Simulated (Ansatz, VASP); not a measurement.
## One calculation of In3F, two programs

```
CELL_PARAMETERS angstrom
4.54483 0.00000 0.00000
0.00000 4.54483 0.00000
0.00000 0.00000 4.54483
ATOMIC_POSITIONS crystal
In 0.00000 0.50000 0.50000
In 0.50000 0.00000 0.50000
In 0.50000 0.50000 0.00000
F 0.00000 0.00000 0.00000
```

Alike in both runs: functional PBE; k mesh 10 × 10 × 10; occupations gaussian, width 0.1 eV; no spin polarisation.

Ansatz relaxed the structure, and its values are those at the end. VASP's run is a single point on that final structure, the one shown.

```csv
,VASP,Ansatz
version,VASP 6.6.1,Ansatz 0.2.0
potentials or method,"VASP PAW PBE potentials, release 64 (In_d, F), cutoff 520 eV","scalar-relativistic, plane waves, PAW"
valence electrons in the cell,46,46
```

|  | VASP | Ansatz | Ansatz less VASP |
| --- | --- | --- | --- |
| gap on the k mesh at the Fermi level (eV) | none | none | - |
| pressure (GPa) | -0.1 | 0.0 | +0.09 |

A gap of «none» marks a metal or a gap that the smearing closes.
